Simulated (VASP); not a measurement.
# Al2Ru (Fddd) in VASP: relaxation of cell and atoms with LDA

Aim: the relaxation of cell and atoms of Al2Ru with LDA.

Everything below comes from runs of VASP 6.6.1. Logs are shortened: lines on timing, memory, paths and dates and some standing lists are left out, and cuts for length are marked.

### Step 1. The cell of the first run

The structure is orthorhombic, space group Fddd (No. 70). The conventional cell has a = 4.705 Å, b = 7.980 Å, c = 8.783 Å, α = 90.00°, β = 90.00°, γ = 90.00°. Al (site symmetry 2) has 5 Ru at 2.57 to 2.72 Å and 9 Al at 2.60 to 3.19 Å within 3.4 Å. Within 3.4 Å of Ru (site symmetry 222) lie 10 Al at 2.57 to 2.72 Å and 4 Ru at 3.19 Å.

### Step 2. Relaxation of cell and atoms, LDA

Input file INCAR:

```
SYSTEM = Al2Ru
ALGO = Normal ; EDIFF = 1E-7
EDIFFG = -0.005 ; ENCUT = 600
IBRION = 2 ; ISIF = 3
ISMEAR = 0 ; LASPH = .TRUE.
LCHARG = .FALSE. ; LREAL = .FALSE.
LWAVE = .FALSE. ; NELM = 80
NSW = 100 ; PREC = Accurate
SIGMA = 0.01
```

Input file KPOINTS:

```
k-points
0
G
  10 10 10
  0 0 0
```

Input file POSCAR:

```
Al2Ru
1.0
    0.0000000000      3.9898374997      4.3915250777
    2.3524746913      0.0000000000      4.3915250777
    2.3524746913      3.9898374997      0.0000000000
Al Ru
4 2
Direct
    0.0790610300      0.4209389700      0.0790610300
    0.4209389700      0.0790610300      0.4209389700
    0.1709389700      0.8290610300      0.1709389700
    0.8290610300      0.1709389700      0.8290610300
    0.7500000000      0.7500000000      0.7500000000
    0.5000000000      0.5000000000      0.5000000000
```

Potentials or basis: VASP PAW LDA potentials, release 64 (Al, Ru_pv).

The run is started by

```bash
cat potpaw_LDA.64/Al/POTCAR potpaw_LDA.64/Ru_pv/POTCAR > POTCAR
mpirun -np 1 vasp_std > vasp.out
```

OUTCAR:

```text
SYSTEM = Al2Ru
   EDIFF = 1E-7
   EDIFFG = -0.005
   ENCUT = 600
   IBRION = 2
   ISIF = 3
   ISMEAR = 0
   LASPH = .TRUE.
   LREAL = .FALSE.
   NELM = 80
   NSW = 100
   PREC = Accurate

 ion  position               nearest neighbor table
   1  0.079  0.421  0.079-   6 2.57   6 2.57   3 2.60   3 2.60   5 2.63   2 2.67   2 2.67   5 2.72
                             5 2.72   2 2.73   4 3.19   4 3.19   4 3.19   4 3.19
   2  0.421  0.079  0.421-   6 2.57   6 2.57   4 2.60   4 2.60   5 2.63   1 2.67   1 2.67   5 2.72
                             5 2.72   1 2.73   3 3.19   3 3.19   3 3.19   3 3.19
   3  0.171  0.829  0.171-   5 2.57   5 2.57   1 2.60   1 2.60   6 2.63   4 2.67   4 2.67   6 2.72
                             6 2.72   4 2.73   2 3.19   2 3.19   2 3.19   2 3.19
   4  0.829  0.171  0.829-   5 2.57   5 2.57   2 2.60   2 2.60   6 2.63   3 2.67   3 2.67   6 2.72
                             6 2.72   3 2.73   1 3.19   1 3.19   1 3.19   1 3.19
   5  0.750  0.750  0.750-   4 2.57   3 2.57   4 2.57   3 2.57   1 2.63   2 2.63   2 2.72   2 2.72
                             1 2.72   1 2.72   6 3.19   6 3.19   6 3.19   6 3.19
   6  0.500  0.500  0.500-   1 2.57   2 2.57   1 2.57   2 2.57   3 2.63   4 2.63   3 2.72   3 2.72
                             4 2.72   4 2.72   5 3.19   5 3.19   5 3.19   5 3.19

  LATTYP: Found a face centered orthorhombic cell.
 ALAT       =     4.7049493826
 B/A-ratio  =     1.6960171833
 C/A-ratio  =     1.8667682564

  Lattice vectors:

 A1 = (   0.0000000000,   3.9898374997,   4.3915250777)
 A2 = (   2.3524746913,   0.0000000000,   4.3915250777)
 A3 = (   2.3524746913,   3.9898374997,   0.0000000000)

Analysis of symmetry for initial positions (statically):
=====================================================================
 Subroutine PRICEL returns:
 Original cell was already a primitive cell.

 Routine SETGRP: Setting up the symmetry group for a
 face centered orthorhombic supercell.

 Subroutine GETGRP returns: Found  8 space group operations
 (whereof  4 operations were pure point group operations)
 out of a pool of  8 trial point group operations.

The static configuration has the point symmetry D_2 .
 The point group associated with its full space group is D_2h.

Analysis of symmetry for dynamics (positions and initial velocities):
=====================================================================
 Subroutine PRICEL returns:
 Original cell was already a primitive cell.

 Routine SETGRP: Setting up the symmetry group for a
 face centered orthorhombic supercell.

 Subroutine GETGRP returns: Found  8 space group operations
 (whereof  4 operations were pure point group operations)
 out of a pool of  8 trial point group operations.

The dynamic configuration has the point symmetry D_2 .
 The point group associated with its full space group is D_2h.

 Subroutine INISYM returns: Found  8 space group operations
 (whereof  4 operations are pure point group operations),
 and found     1 'primitive' translations

----------------------------------------------------------------------------------------

                                     Primitive cell

  volume of cell :      82.4376

  direct lattice vectors                    reciprocal lattice vectors
     0.000000000  3.989837500  4.391525078    -0.212542138  0.125318387  0.113855663
     2.352474691  0.000000000  4.391525078     0.212542138 -0.125318387  0.113855663
     2.352474691  3.989837500  0.000000000     0.212542138  0.125318387 -0.113855663

  length of vectors
     5.933320806  4.981930317  4.631731906     0.271738791  0.271738791  0.271738791

  position of ions in fractional coordinates (direct lattice)
     0.079061030  0.420938970  0.079061030
     0.420938970  0.079061030  0.420938970
     0.170938970  0.829061030  0.170938970
     0.829061030  0.170938970  0.829061030
     0.750000000  0.750000000  0.750000000
     0.500000000  0.500000000  0.500000000

  ion indices of the primitive-cell ions
   primitive index   ion index
                 1           1
                 2           2
                 3           3
                 4           4
                 5           5
                 6           6

----------------------------------------------------------------------------------------

 KPOINTS: k-points

Automatic generation of k-mesh.
 Grid dimensions read from file:
 generate k-points for:   10   10   10

 Generating k-lattice:

  Cartesian coordinates                     Fractional coordinates (reciprocal lattice)
    -0.021254214  0.012531839  0.011385566     0.100000000  0.000000000 -0.000000000
     0.021254214 -0.012531839  0.011385566     0.000000000  0.100000000  0.000000000
     0.021254214  0.012531839 -0.011385566    -0.000000000  0.000000000  0.100000000

  Length of vectors
     0.027173879  0.027173879  0.027173879

  Shift w.r.t. Gamma in fractional coordinates (k-lattice)
     0.000000000  0.000000000  0.000000000

 Subroutine IBZKPT returns following result:
 ===========================================

 Found    171 irreducible k-points:

 Following reciprocal coordinates:
            Coordinates               Weight
  0.000000  0.000000  0.000000      1.000000
  0.100000  0.000000  0.000000      8.000000
  0.200000  0.000000  0.000000      8.000000
  0.300000  0.000000  0.000000      8.000000
  0.400000 -0.000000 -0.000000      8.000000
  0.500000  0.000000  0.000000      4.000000
[... 16 lines left out ...]
  0.300000  0.300000  0.000000      2.000000
  0.400000  0.300000 -0.000000      8.000000
 [... further k-points ...]
   k-points           NKPTS =    171   k-points in BZ     NKDIM =    171   number of bands    NBANDS=     24
   number of dos      NEDOS =    301   number of ions     NIONS =      6
   total plane-waves  NPLWV =  76800
   dimension x,y,z NGX =    48 NGY =   40 NGZ =   40
   dimension x,y,z NGXF=    96 NGYF=   80 NGZF=   80
   ions per type =               4   2
   NGX,Y,Z   is equivalent  to a cutoff of  13.45, 13.35, 14.36 a.u.
   NGXF,Y,Z  is equivalent  to a cutoff of  26.90, 26.70, 28.71 a.u.
 SYSTEM =  Al2Ru
   PREC   = accura    normal or accurate (medium, high low for compatibility)
   ISTART =      0    job   : 0-new  1-cont  2-samecut
   ICHARG =      2    charge: 1-file 2-atom 10-const
   ISPIN  =      1    spin polarized calculation?
   LNONCOLLINEAR =      F non collinear calculations
   LSORBIT =      F    spin-orbit coupling
   LASPH  =      T    aspherical Exc in radial PAW
   ENCUT  =  600.0 eV  44.10 Ry    6.64 a.u.  11.85  9.95  9.25*2*pi/ulx,y,z
   NELM   =     80;   NELMIN=  2; NELMDL= -5     # of ELM steps
   EDIFF  = 0.1E-06   stopping-criterion for ELM
   LREAL  =      F    real-space projection
   EDIFFG = -.5E-02   stopping-criterion for IOM
   NSW    =    100    number of steps for IOM
   IBRION =      2    ionic relax: 0-MD 1-quasi-New 2-CG
   NFREE  =      1    steps in history (QN), initial steepest desc. (CG)
   ISIF   =      3    stress and relaxation
   ISYM   =      2    0-nonsym 1-usesym 2-fastsym
   POTIM  = 0.5000    time-step for ionic-motion
   TEBEG  =    0.0;   TEEND  =   0.0 temperature during run
   PSTRESS=    0.0 pullay stress
   NELECT =      40.0000    total number of electrons
   NUPDOWN=      -1.0000    fix difference up-down
   EMIN   =  10.00;   EMAX   =-10.00  energy-range for DOS
   EFERMI =   0.00;   METHOD = LEGACY
   ISMEAR =     0;   SIGMA  =   0.01  broadening in eV -4-tet -1-fermi 0-gaus
   EFERMI_NEDOS =   21; number of points for ismear=-14 and -15
   IALGO  =     38    algorithm
   IMIX   =      4    mixing-type and parameters
     AMIX     =   0.40;   BMIX     =  1.00
     AMIX_MAG =   1.60;   BMIX_MAG =  1.00
  volume/ion in A,a.u.               =      13.74        92.72
  Fermi-wavevector in a.u.,A,eV,Ry     =   1.286430  2.431001 22.516327  1.654903
  Thomas-Fermi vector in A             =   2.418505
   LORBIT       =      0    0 simple, 1 ext, 2 COOP (PROOUT), +10 PAW based schemes
   GGA     = CA    functional components
   LHFCALC =     F    Hartree Fock is set to
   AEXX    =    0.0000 exact exchange contribution
   IVDW    =     0    specifies the selected vdW correction
   LEPSILON=     F    determine dielectric tensor
   LRPA    =     F    only Hartree local field effects (RPA)
 conjugate gradient relaxation of ions
 non-spin polarized calculation
 Gauss-broadening in eV      SIGMA  =   0.01
  energy-cutoff  :      600.00
  volume of cell :       82.44
 maximum number of plane-waves:      2778
   NGX = 23   NGY = 19   NGZ = 19

--------------------------------------- Ionic step        1  -------------------------------------------

 number of electron      39.9999999 magnetization

 Free energy of the ion-electron system (eV)
  ---------------------------------------------------
  ext. energy  EPLUGINS =         0.00000000
  ---------------------------------------------------
  free energy    TOTEN  =       -42.37577790 eV

  energy without entropy =      -42.37577790  energy(sigma->0) =      -42.37577790

------------------------ aborting loop because EDIFF is reached ----------------------------------------

  FORCE on cell =-STRESS in cart. coord.  units (eV):
  Direction    XX          YY          ZZ          XY          YZ          ZX
  --------------------------------------------------------------------------------------
  -------------------------------------------------------------------------------------
  Total       -2.2946356     -1.9577172     -2.4476260      0.0000000      0.0000000      0.0000000
  in kB      -44.5962955    -38.0482791    -47.5696673      0.0000000      0.0000000      0.0000000
  external PRESSURE =     -43.4047473 kB  Pullay stress =       0.0000000 kB
[... 185 lines left out ...]
  energy  without entropy=      -42.4028141950  energy(sigma->0) =      -42.40281420

--------------------------------------- Ionic step        6  -------------------------------------------

 number of electron      39.9999999 magnetization

 Free energy of the ion-electron system (eV)
  ---------------------------------------------------
  ext. energy  EPLUGINS =         0.00000000
  ---------------------------------------------------
  free energy    TOTEN  =       -42.40281638 eV

  energy without entropy =      -42.40281638  energy(sigma->0) =      -42.40281638

 E-fermi :  10.8615     XC(G=0): -12.2190

 val. band max:       10.8239485705   @ k =   0.0000   0.0000   0.0000
 cond. band min:      10.8998825729   @ k =   0.0000   0.3000   0.3000
 fundamental gap:      0.0759340024
 Fermi energy:        10.8615333615

 k-point     1 :       0.0000    0.0000    0.0000
  band No.  band energies     occupation
      1     -31.7529      2.00000
      2     -31.6650      2.00000
      3     -31.6574      2.00000
      4     -31.6116      2.00000
      5     -31.5990      2.00000
      6     -31.5898      2.00000
[... 637 lines left out ...]
     23      13.4802      0.00000
     24      13.8249      0.00000

 [... further k-points ...]

------------------------ aborting loop because EDIFF is reached ----------------------------------------

  FORCE on cell =-STRESS in cart. coord.  units (eV):
  Direction    XX          YY          ZZ          XY          YZ          ZX
  --------------------------------------------------------------------------------------
  -------------------------------------------------------------------------------------
  Total       -0.0096557     -0.0261360     -0.0116789      0.0000000      0.0000000      0.0000000
  in kB       -0.1921381     -0.5200819     -0.2323990      0.0000000      0.0000000      0.0000000
  external PRESSURE =      -0.3148730 kB  Pullay stress =       0.0000000 kB
[... 21 lines left out ...]
  FREE ENERGIE OF THE ION-ELECTRON SYSTEM (eV)
  ---------------------------------------------------
  free  energy   TOTEN  =       -42.4028163791 eV

  energy  without entropy=      -42.4028163791  energy(sigma->0) =      -42.40281638

 reached required accuracy - stopping structural energy minimisation
```

Wall time 34 min (1 thread of Oxide Virtual Turin-like, shared host); peak memory 0.45 GiB.

What came out:

```
Free energy                           : -42.4028 eV
Relaxed volume                        : 13.42 Å³/atom
Relaxed cell                          : a = 5.887 Å, b = 4.941 Å, c = 4.598 Å, α = 76.13°, β = 54.57°, γ = 49.31°
Space group after relaxing (to 0.1 Å) : Fddd (No. 70)
Energy gained by relaxing             : 4.5 meV/atom
Ionic steps                           : 6
Pressure after relaxing               : 0.0 GPa
```

Forces in eV/Å, atoms in the order of the input:
```
Al   0.000 -0.002  0.000
Al   0.000  0.002  0.000
Al   0.000  0.002  0.000
Al   0.000 -0.002  0.000
Ru   0.000  0.000  0.000
Ru   0.000  0.000  0.000
```

The path:
```tsv
step	energy change (eV)	largest force (eV/Å)	pressure (GPa)	volume (Å³)
1	0.0000	0.0471	-4.34	82.44
2	0.0203	0.0600	6.32	78.08
3	-0.0270	0.0030	-0.03	80.52
4	-0.0270	0.0020	0.05	80.48
5	-0.0270	0.0024	-0.05	80.53
6	-0.0270	0.0023	-0.03	80.52
```

Final structure:
```yaml
crystal:
  lattice:
    - [0.00000, 3.96122, 4.35455]
    - [2.33387, 0.00000, 4.35455]
    - [2.33387, 3.96122, 0.00000]
  atoms:
    - { symbol: Al, position: [0.07893, 0.42107, 0.07893] }
    - { symbol: Al, position: [0.42107, 0.07893, 0.42107] }
    - { symbol: Al, position: [0.17107, 0.82893, 0.17107] }
    - { symbol: Al, position: [0.82893, 0.17107, 0.82893] }
    - { symbol: Ru, position: [0.75000, 0.75000, 0.75000] }
    - { symbol: Ru, position: [0.50000, 0.50000, 0.50000] }
```
